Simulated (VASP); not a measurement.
# H3CCl in VASP: a series of runs, part 2 of 2

VASP 6.6.1. Earlier steps stand in the parts before.

### 3 Single point, PBE+D3(BJ)

The input, INCAR:

```
SYSTEM = H3CCl
ALGO = Normal
EDIFF = 1E-7
ENCUT = 520
GGA = PE
ISIF = 2
ISMEAR = -1
IVDW = 12
LASPH = .TRUE.
LCHARG = .FALSE.
LREAL = Auto
LWAVE = .FALSE.
NBANDS = 82
NELM = 100
PREC = Accurate
SIGMA = 0.02
```

The input, KPOINTS:

```
k-points
0
G
  1 1 1
  0 0 0
```

The input, POSCAR:

```
H3CCl
1.0
    8.3815160000      0.0000000000      0.0000000000
    0.0000000000      8.3815160000      0.0000000000
    0.0000000000      0.0000000000      8.3815160000
C Cl H
8 8 24
Direct
    0.3227339780      0.9549823683      0.1429693626
    0.6825256911      0.3829140218      0.4582583867
    0.0818586995      0.8622783754      0.5966223771
    0.8015017808      0.8976299753      0.1104812065
   -0.0088289517      0.3382800916      1.0041262225
    0.5598748484      0.9149896033      0.7430159413
    0.0941595769      0.3690740434      0.4169532099
    0.4266889188      0.4016934407      0.1170551962
    0.4210336173      0.8099966641      0.2702852324
    0.4674452689      0.3949046927      0.5238789737
    0.0797588408      0.9465471402      0.7899525575
    0.9381238430      0.8424967512      0.2608239369
   -0.1787266170      0.4707501602      0.9950347885
    0.6069188438      1.1159675648      0.7932216558
    0.0563024637      0.4044614363      0.6254715734
    0.3893329083      0.4762026345     -0.0782555328
    0.2665150314      1.0432480234      0.2173592462
    0.4212364446      1.0157828250      0.0705361655
    0.2360074240      0.9071151329      0.0535583300
    0.7470247626      0.4647130662      0.5384228820
    0.7137133664      0.2597859385      0.4805097312
    0.6912591946      0.4054517106      0.3329827205
    0.1622856772      0.9397583922      0.5223637347
    0.1212191207      0.7365970548      0.6072648433
   -0.0418778655      0.8702721560      0.5597197452
    0.8112852138      1.0243850874      0.0903416518
    0.8309355969      0.8314844236      0.0043070967
    0.6791014895      0.8756649752      0.1464770812
   -0.0103919148      0.2745803981      1.1186878364
   -0.0062041282      0.2569344257      0.9014479004
    0.1001728088      0.4131591469      1.0090298700
    0.4358400079      0.8943966700      0.7688227285
    0.5759817198      0.9041323789      0.6089829095
    0.6335727331      0.8277380846      0.7940687580
    0.1483144577      0.4851628273      0.3745384487
    0.1852409516      0.2835644530      0.4083270855
   -0.0183737644      0.3304891382      0.3622614334
    0.3163031604      0.3500202111      0.1737633144
    0.5113156140      0.3046465580      0.1082501065
    0.4692110592      0.4970103261      0.1902400473
```

Potentials or basis: VASP PAW PBE potentials, release 64 (C, Cl, H).

Command:

```
$ cat potpaw_PBE.64/C/POTCAR potpaw_PBE.64/Cl/POTCAR potpaw_PBE.64/H/POTCAR > POTCAR
$ mpirun -np 1 vasp_gam > vasp.out
```

OUTCAR:

```text
SYSTEM = H3CCl
   EDIFF = 1E-7
   ENCUT = 520
   GGA = PE
   ISIF = 2
   ISMEAR = -1
   IVDW = 12
   LASPH = .TRUE.
   LREAL = Auto
   NELM = 100
   PREC = Accurate
 IVDW          = 12

 ion  position               nearest neighbor table
   1  0.323  0.955  0.143-  17 1.08  19 1.12  18 1.14   9 1.81
   2  0.683  0.383  0.458-  22 1.07  21 1.08  20 1.10  10 1.89
   3  0.082  0.862  0.597-  25 1.08  24 1.11  23 1.12  11 1.77
   4  0.802  0.898  0.110-  27 1.08  26 1.08  28 1.09  12 1.76
[... 361 lines left out ...]
  Total      -2.46649    -0.99672     1.57814    -2.34125     0.84156     2.39405
  in kB      -6.71155    -2.71216     4.29425    -6.37075     2.28996     6.51442
  external pressure =       -1.71 kB  Pullay stress =        0.00 kB

 VOLUME and BASIS-vectors are now :
 -----------------------------------------------------------------------------
  energy-cutoff  :      520.00
  volume of cell :      588.80
      direct lattice vectors                 reciprocal lattice vectors
     8.381516000  0.000000000  0.000000000     0.119310158  0.000000000  0.000000000
     0.000000000  8.381516000  0.000000000     0.000000000  0.119310158  0.000000000
     0.000000000  0.000000000  8.381516000     0.000000000  0.000000000  0.119310158

 POSITION                                       TOTAL-FORCE (eV/Angst)
 -----------------------------------------------------------------------------------
      2.70500      8.00420      1.19830         1.362525      0.310283     -1.530236
      5.72060      3.20940      3.84090        -1.186595     -0.015577      1.377487
      0.68610      7.22720      5.00060         0.612662      0.251521     -0.093047
      6.71780      7.52350      0.92600        -0.128393      0.227340     -0.052211
      8.30752      2.83530      0.03458         0.466089      0.573069      0.488817
      4.69260      7.66900      6.22760        -0.515955      0.922618     -2.651143
[... 32 lines left out ...]
      4.28560      2.55340      0.90730         0.459079     -0.181567     -0.119550
      3.93270      4.16570      1.59450         0.301514      0.620176      0.454613
 -----------------------------------------------------------------------------------
    total drift:                               -0.006595     -0.003680      0.024820

  FREE ENERGIE OF THE ION-ELECTRON SYSTEM (eV)
  ---------------------------------------------------
  free  energy   TOTEN  =      -181.1327030372 eV

  energy  without entropy=     -181.1327030372  energy(sigma->0) =     -181.13270304
```

stdout:

```text
POSCAR found type information on POSCAR C ClH
 POSCAR found :  3 types and      40 ions
 scaLAPACK will be used
 LDA part: xc-table for (Slater+PW92), standard interpolation
 POSCAR, INCAR and KPOINTS ok, starting setup
 FFT: planning ... GRIDC
 FFT: planning ... GRID_SOFT
 FFT: planning ... GRID
 WAVECAR not read
 entering main loop
```

Wall time 67 s (1 thread of AMD EPYC 9R14 (Zen 4), shared host); peak memory 0.49 GiB.

Results:

```yaml
Free_energy: -181.1327 eV
Pressure: -0.2 GPa
Largest_force: 2.854 eV/Å
Band_gap_on_the_k_mesh: 5.43 eV
Dispersion_energy_per_atom: -0.054 eV
```

Forces in eV/Å, atoms in the order of the input:
```
C    1.363  0.310 -1.530
C   -1.187 -0.016  1.377
C    0.613  0.252 -0.093
C   -0.128  0.227 -0.052
C    0.466  0.573  0.489
C   -0.516  0.923 -2.651
C   -0.412  2.138  0.322
C   -1.182 -0.913  0.115
Cl  -0.752  0.270 -0.411
Cl   1.105  0.175 -0.618
Cl   0.180  0.229  0.691
Cl  -0.027 -0.131  0.110
Cl   0.304 -0.428 -0.039
Cl   0.218 -0.268  0.333
Cl   0.024 -0.166 -0.089
Cl  -0.020 -0.047  0.102
H   -0.300  0.289  0.460
H   -0.854 -0.552  0.752
H    0.504 -0.328  0.855
H   -0.085 -0.179 -0.417
H    0.216 -0.387  0.297
H   -0.084  0.564 -0.708
H   -0.557 -0.801  0.331
H   -0.023  0.439 -0.225
H   -0.077 -0.121 -0.430
H    0.256  0.498 -0.231
H    0.091 -0.197 -0.466
H   -0.221 -0.385  0.334
H   -0.341 -0.187 -0.178
H   -0.151  0.148  0.124
H   -0.341 -0.109 -0.384
H   -0.560 -0.115  0.272
H   -0.205  0.113  0.997
H    1.081 -0.835  1.101
H   -0.861 -0.894 -0.148
H    0.986 -1.353 -0.040
H    0.200  0.302 -0.093
H    0.518  0.525 -0.594
H    0.459 -0.182 -0.120
H    0.302  0.620  0.455
```

Stress tensor (GPa, compression positive):
```
-0.67 -0.64  0.65
-0.64 -0.27  0.23
 0.65  0.23  0.43
```

Caveat: the k points lie up to 0.75 Å⁻¹ apart.

### 4 Single point, PBE+D3(BJ)

The input, INCAR:

```
PREC = Accurate
ENCUT = 520
EDIFF = 1E-6
ISMEAR = -1
SIGMA = 0.02
LREAL = Auto
LASPH = T
NELM = 100
ALGO = Normal
ISIF = 2
LWAVE = F
LCHARG = F
GGA = PE
IVDW = 12
NBANDS = 82
```

The input, KPOINTS:

```
Automatic mesh
0
Gamma
  1 1 1
```

The input, POSCAR:

```
H3CCl
1.0
    8.3815160000      0.0000000000      0.0000000000
    0.0000000000      8.3815160000      0.0000000000
    0.0000000000      0.0000000000      8.3815160000
C Cl H
8 8 24
Direct
    0.3625597088      0.9764343348      0.1521681758
    0.6731598436      0.4387631068      0.4902573711
    0.0432618634      0.8550601108      0.6404449983
    0.8021699177      0.8619801000      0.1155041642
   -0.0178965237      0.3659003932      1.0291455627
    0.5538258234      0.9051107222      0.7600534319
    0.0622560406      0.3340326499      0.4025047497
    0.4189695516      0.3821623678      0.1105408616
    0.4018485439      0.8202215446      0.2906753384
    0.4663476154      0.3991640653      0.4995993565
    0.0591539764      0.9671042804      0.8158428618
    0.9639067682      0.8222975414      0.2508734697
   -0.1891185318      0.4946360539      1.0045676701
    0.6150319346      1.1045018586      0.7773176118
    0.0634014181      0.3936042119      0.6165591046
    0.3861353960      0.4686980255     -0.0782793948
    0.2685433041      1.0426514726      0.2145315955
    0.4660016159      1.0470420864      0.1414063995
    0.3319208601      0.9326594377      0.0381315266
    0.6838619648      0.5628695334      0.5338175099
    0.7310491324      0.3575844752      0.5727006904
    0.7188794963      0.4316641524      0.3722596246
    0.1346176515      0.8830502740      0.5543865811
    0.0412693837      0.7232462481      0.6612168968
   -0.0686987891      0.8853171670      0.5887001826
    0.7678682472      0.9869932838      0.1252875971
    0.8368414497      0.8355171069     -0.0054644052
    0.6919154005      0.7905371773      0.1538623800
   -0.0353873929      0.2894225818      1.1414641456
   -0.0224064477      0.2961993988      0.9155264990
    0.0963310217      0.4343486310      1.0426276106
    0.4285382263      0.9000161785      0.8035897086
    0.5585743677      0.8713817405      0.6341096289
    0.6230257152      0.8151150699      0.8213191981
    0.1497103865      0.4140897661      0.3444484268
    0.0996001201      0.2140543548      0.3911941467
   -0.0632105218      0.3458443556      0.3621659852
    0.3322549286      0.2843280380      0.1352142023
    0.5383990199      0.3321356184      0.1172222304
    0.4025763358      0.4744249131      0.2007154792
```

Command:

```
$ cat potpaw_PBE.64/C/POTCAR potpaw_PBE.64/Cl/POTCAR potpaw_PBE.64/H/POTCAR > POTCAR
$ mpirun -np 1 vasp_gam > vasp.out
```

Run time: 54 s. Hardware: 1 thread of AMD EPYC 9R14 (Zen 4), shared host; peak memory 0.5 GiB.

It converged, with:

| Quantity | Value |
| --- | --- |
| Free energy | -181.0859 eV |
| Pressure | 0.1 GPa |
| Largest force | 1.965 eV/Å |
| Band gap on the k mesh | 5.39 eV |
| Dispersion energy per atom | -0.054 eV |

Forces in eV/Å, atoms in the order of the input:
```
C   -0.641  0.003  1.743
C   -0.292  1.059  1.326
C   -0.177 -1.354 -0.044
C   -1.522 -0.462  1.088
C   -0.084 -0.626  0.253
C   -1.310 -0.448 -0.500
C   -0.452  1.692  0.892
C   -0.641 -0.443  0.557
Cl   0.175 -0.541 -0.040
Cl  -0.663 -0.245 -0.074
Cl   0.469  0.171  0.449
Cl  -0.278  0.064 -0.407
Cl   0.355 -0.152  0.304
Cl   0.501  0.211  0.330
Cl  -0.007 -0.444 -0.992
Cl   0.050  0.009 -0.387
H   -0.120  0.145 -0.620
H    1.242  0.810  0.006
H   -0.708 -0.666 -1.001
H    0.334 -0.349 -0.104
H    0.253 -0.174  0.089
H    0.117 -0.156 -1.091
H    0.638  0.232 -0.124
H    0.218  0.678  0.223
H   -0.965  0.287 -0.503
H    0.230  0.296  0.029
H    0.253 -0.183 -0.270
H    1.285  0.503 -0.337
H    0.040  0.633 -1.486
H    0.496  0.027  0.798
H   -0.819 -0.145 -0.308
H    0.456 -0.133 -0.320
H   -0.234  0.120 -0.185
H    0.556  0.128  0.637
H   -0.586 -0.137  0.047
H    0.421 -1.309  0.207
H    0.727  0.208  0.154
H    0.252  0.516 -0.336
H    0.317  0.055 -0.119
H    0.117  0.123  0.116
```

Stress tensor (GPa, compression positive):
```
 0.07 -0.23  0.42
-0.23  0.24  0.20
 0.42  0.20  0.05
```

Levels at points of the mesh, in eV from the valence-band top:
| k point | band 54 | band 55 | band 56 | band 57 | band 58 | band 59 |
| --- | --- | --- | --- | --- | --- | --- |
| (0.00, 0.00, 0.00) | -0.22 | -0.09 | 0.00 | 5.39 | 5.54 | 5.82 |

Caveat: the k points lie up to 0.75 Å⁻¹ apart.
